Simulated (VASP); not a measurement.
Input of a VASP 6.6.1 run:

File INCAR:

```
ALGO     = Normal         # electronic algorithm
EDIFF    = 1E-7           # SCF threshold, eV
ENCUT    = 520            # plane-wave cutoff, eV
GGA      = PS             # functional
ISIF     = 2              # what is computed and relaxed
ISMEAR   = -1             # smearing method
ISPIN    = 2              # spin polarisation
IVDW     = 12             # dispersion correction
LASPH    = True           # aspherical terms in the spheres
LCHARG   = True           # write CHGCAR
LELF     = True           # ELF
LMAXMIX  = 4              # l up to which the mixer works
LORBIT   = 11             # projections on sites
LREAL    = False          # projectors in reciprocal space
LVHAR    = True         
LWAVE    = False          # write WAVECAR
MAGMOM   = 0 2 0 0        # initial moments
NBANDS   = 30             # bands
NELM     = 150            # most SCF steps
PREC     = Accurate       # precision mode
SIGMA    = 0.05           # smearing width, eV
```

Contents of KPOINTS:

```
k-points
0
Gamma
  10 10 10
```

POSCAR

```
VWC2
1.0
    1.4920150142      0.8614152701      4.8407009288
   -1.4920150142      0.8614152701      4.8407009288
    0.0000000000     -1.7228305402      4.8407009289
W V C
1 1 2
Direct
    0.0000000000      0.0000000000      0.0000000000
    0.5000000000      0.5000000000      0.5000000000
    0.2460895207      0.2460895207      0.2460895207
    0.7539104793      0.7539104793      0.7539104793
```

Potentials or basis: VASP PAW PBE potentials, release 64 (W_sv, V_sv, C).

Launch:

```sh
$ cat potpaw_PBE.64/W_sv/POTCAR potpaw_PBE.64/V_sv/POTCAR potpaw_PBE.64/C/POTCAR > POTCAR
$ mpirun -np 1 vasp_std > vasp.out
```

**Question.** Predict the pressure.

**Answer.** 1.0 GPa.

**Question.** Estimate the largest force.

**Answer.** 0.025 eV/Å.

**Question.** Estimate the net moment.

**Answer.** 0.00 μB per cell.

**Question.** Estimate the dispersion energy per atom.

**Answer.** -0.444 eV.

Forces in eV/Å, atoms in the order of the input:
```
W    0.000  0.000  0.000
V    0.000  0.000  0.000
C    0.000  0.000 -0.025
C    0.000  0.000  0.025
```

Caveat: the moments typed at the start vanished in this run; the PAW data sets were made with another functional, which shifts forces and pressure a little.
